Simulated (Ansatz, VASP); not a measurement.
# NaHfO in VASP and in Ansatz

```xyz
3
Lattice="3.6215 0.0000 0.0000 0.0000 3.6215 0.0000 0.0000 0.0000 3.6734" Properties=species:S:1:pos:R:3 pbc="T T T"
Na    0.0000    0.0000    0.0000
Hf    1.8107    1.8107    1.8367
O     1.8107    1.8107    0.0000
```

Change from the starting cell: species swapped into the YCoC type (P4/mmm, No. 123).

Alike in both runs: task relaxation of cell and atoms; functional PBE; k mesh 6 × 6 × 6; occupations gaussian, width 0.1 eV; no spin polarisation.

|  | VASP | Ansatz |
| --- | --- | --- |
| version | VASP 6.6.1 | Ansatz 0.2.0 |
| potentials or method | VASP PAW PBE potentials, release 64 (Na_pv, Hf_pv, O), cutoff 600 eV | scalar-relativistic, plane waves, PAW |
| valence electrons in the cell | 23 | 41 |

|  | VASP | Ansatz | Ansatz less VASP |
| --- | --- | --- | --- |
| gap on the k mesh at the Fermi level, each at its own relaxed structure (eV) | none | none | - |
| relaxed volume (Å³/atom) | 16.75 | 16.78 | +0.032 |
| relaxed cell length with the largest relative difference (Å) | 4.134 | 4.150 | +0.0160 |

A gap of «none» marks a metal or a gap that the smearing closes. VASP's potentials hold 23 valence electrons a cell and Ansatz's 41, so a difference there can come from the potentials and not from the codes.

Spin-orbit coupling is off throughout.
